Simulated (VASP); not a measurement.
Write the native input for VASP 6.6.1 that does the following.

| Quantity | Value |
| --- | --- |
| Task | relaxation of cell and atoms |
| Functional | PBE |
| Potentials or basis | VASP PAW PBE potentials, release 64 (Mg) |
| Cutoff | 600 eV |
| k mesh | 15 × 15 × 8 |
| Occupations | gaussian, width 0.1 eV |
| Spin | no spin polarisation |
| Dipole correction | no |
| Further INCAR settings | ALGO = Fast; EDIFF = 1e-07; IBRION = 2; EDIFFG = -0.005; NSW = 100; ISIF = 3 |

The structure of Mg lies in POSCAR:

```
Mg
1.0
    3.1720232863      0.0000000000      0.0000000000
   -1.5860116431      2.7470527473      0.0000000000
    0.0000000000      0.0000000000      5.1412049000
Mg
2
Direct
    0.3333333300      0.6666666700      0.2500000000
    0.6666666700      0.3333333300      0.7500000000
```

These files were run (other wordings do the same):

INCAR

```
SYSTEM = Mg
ALGO = Fast
EDIFF = 1E-7
EDIFFG = -0.005
ENCUT = 600
GGA = PE
IBRION = 2
ISIF = 3
ISMEAR = 0
LASPH = .TRUE.
LCHARG = .FALSE.
LREAL = .FALSE.
LWAVE = .FALSE.
NELM = 100
NSW = 100
PREC = Accurate
SIGMA = 0.1
```

KPOINTS

```
k-points
0
G
  15 15 8
  0 0 0
```

Potentials or basis: VASP PAW PBE potentials, release 64 (Mg).

Command:

```sh
$ cat potpaw_PBE.64/Mg/POTCAR > POTCAR
$ mpirun -np 1 vasp_std > vasp.out
```

It gave:

- Relaxed volume: 22.86 Å³/atom
- Relaxed cell: a = 3.206 Å, b = 3.206 Å, c = 5.136 Å, α = 90.00°, β = 90.00°, γ = 120.00°
- Space group after relaxing (to 0.1 Å): P6_3/mmc (No. 194)
- Energy gained by relaxing: 1.5 meV/atom
- Ionic steps: 6
- Pressure after relaxing: 0.0 GPa
- Band gap on the k mesh: zero (bands 2 and 3 overlap by 2.01 eV)

It took 40 s on 1 thread of Intel(R) Xeon(R) 6975P-C (Granite Rapids), with other jobs on the host, peak memory 0.22 GiB.
